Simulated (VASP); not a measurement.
Wanted: the native input for a VASP 6.6.1 run.

| Property | Result |
| --- | --- |
| Task | relaxation of cell and atoms |
| Functional | PBEsol |
| Potentials or basis | VASP PAW PBE potentials, release 64 (O, Mo_sv, P) |
| Cutoff | 600 eV |
| k mesh | 4 × 4 × 4 |
| Occupations | fermi-dirac, width 0.1 eV |
| Spin | no spin polarisation |
| Target pressure | 20 GPa |
| Dipole correction | no |
| Further INCAR settings | ALGO = Normal; EDIFF = 1e-07; IBRION = 2; EDIFFG = -0.03; NSW = 100; ISIF = 3 |

The structure of Mo2P2O7 lies in POSCAR:

```
Mo2P2O7
1.0
    3.2132347500      4.0994734000      0.0000000000
    3.2132347500     -4.0994734000      0.0000000000
    1.0864395100      0.0000000000     -4.3316874300
O Mo P
7 2 2
Direct
    0.0000000000      0.0000000000      0.0000000000
    0.3880000000      0.0780000000      0.2900000000
    0.9220000000      0.6120000000      0.7100000000
    0.6120000000      0.9220000000      0.7100000000
    0.0780000000      0.3880000000      0.2900000000
    0.4050000000      0.4050000000      0.7780000000
    0.5950000000      0.5950000000      0.2220000000
    0.3060000000      0.6940000000      0.5000000000
    0.6940000000      0.3060000000      0.5000000000
    0.2170000000      0.2170000000      0.1050000000
    0.7830000000      0.7830000000      0.8950000000
```

These files were run (other wordings do the same):

INCAR

```
PREC = Accurate
ENCUT = 600
EDIFF = 1E-7
ISMEAR = -1
SIGMA = 0.1
LREAL = F
LASPH = T
NELM = 100
ALGO = Normal
ISIF = 3
LWAVE = F
LCHARG = F
GGA = PS
IBRION = 2
NSW = 100
EDIFFG = -0.03
PSTRESS = 200.0
```

KPOINTS

```
regular mesh
0
Gamma
  4 4 4
```

Potentials or basis: VASP PAW PBE potentials, release 64 (O, Mo_sv, P).

Command:

```sh
$ cat potpaw_PBE.64/O/POTCAR potpaw_PBE.64/Mo_sv/POTCAR potpaw_PBE.64/P/POTCAR > POTCAR
$ mpirun -np 1 vasp_std > vasp.out
```

Results of the run:

```json
{
 "Relaxed volume": "9.93 Å³/atom",
 "Relaxed cell": "a = 5.109 Å, b = 5.109 Å, c = 4.231 Å, α = 88.40°, β = 88.40°, γ = 98.33°",
 "Space group after relaxing (to 0.05 Å)": "C2/m (No. 12)",
 "Energy change on relaxing (the enthalpy is what falls)": "-336.4 meV/atom",
 "Ionic steps": "46",
 "Pressure after relaxing": "20.0 GPa",
 "Largest force after relaxing": "0.025 eV/Å",
 "Band gap on the k mesh": "0.17 eV, direct"
}
```

Caveat: the cell is relaxed towards a set pressure, so the enthalpy falls and the energy may rise; the PAW data sets were made with another functional, which shifts forces and pressure a little.

It took 48 min on 1 thread of Intel(R) Xeon(R) Platinum 8559C (Emerald Rapids) (shared host), peak memory 0.33 GiB.
